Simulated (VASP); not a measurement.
Input of a VASP 6.6.1 run:

The input INCAR:

```
PREC     = Accurate       # precision mode
ENCUT    = 520            # plane-wave cutoff, eV
EDIFF    = 1E-6           # SCF threshold, eV
ISMEAR   = 0              # smearing method
SIGMA    = 0.1            # smearing width, eV
LREAL    = Auto         
LASPH    = True           # aspherical terms in the spheres
NELM     = 60             # most SCF steps
ALGO     = Normal         # electronic algorithm
ISIF     = 2              # what is computed and relaxed
LWAVE    = False          # write WAVECAR
LCHARG   = True           # write CHGCAR
GGA      = PE             # functional
LELF     = True           # ELF
LVHAR    = True         
NBANDS   = 54             # bands
```

The input KPOINTS:

```
regular mesh
0
Gamma
  5 5 5
```

The input POSCAR:

```
Al
1.0
    7.4934460000     -0.1204620000      0.0730710000
   -0.1174030000      7.4540580000     -0.0719810000
    0.0694100000     -0.0721990000      7.4695920000
Al
24
Direct
    0.7982706671      0.8625472635      0.1225562349
    0.0196994136      0.6195790495      0.5714130951
    0.6559380641      0.4585188181      0.5496894255
    0.7123307763      0.8075981871      0.4747601330
    0.7556974008      0.1727946118      0.3425391900
    0.9210069656      0.9057649268      0.7781899573
    0.2040346409      0.3115842428      0.1456605284
    0.5158385386      0.1204724890      0.0521204814
    0.9079289134      0.5221496210      0.2369172051
    0.8775741129      0.2167617348      0.9980562981
    0.9634510837      0.2703992849      0.6457302870
    0.3797706875      0.7183740465      0.6252686993
    0.1603566686      0.9589215130      0.0685067713
    0.4717846751      0.7674646823      0.9757210234
    0.4164982840      0.0123949795      0.3880421987
    0.2598613930      0.0670894002      0.7325564324
    0.6260902203      0.1018582792      0.6981377109
    0.4205079661      0.4050539220      0.8413607807
    0.5483025441      0.4722929173      0.1951990870
    0.7680879370      0.5571502103      0.8838032800
    0.1279258705      0.6066801504      0.9258759942
    0.2961490155      0.3609744766      0.4958549577
    0.0501111919      0.9755404566      0.4229923811
    0.2554885544      0.6740760830      0.2802925735
```

Potentials or basis: VASP PAW PBE potentials, release 64 (Al).

The run is started by

```bash
$ cat potpaw_PBE.64/Al/POTCAR > POTCAR
$ mpirun -np 1 vasp_std > vasp.out
```

Estimate the band gap on the k mesh.

zero (bands 36 and 37 overlap by 1.90 eV).

Estimate the pressure.

0.1 GPa.

What does it give for the largest force?

0.083 eV/Å.

Stress tensor (GPa, compression positive):
```
 0.16 -0.28 -0.06
-0.28 -0.18  0.08
-0.06  0.08  0.40
```
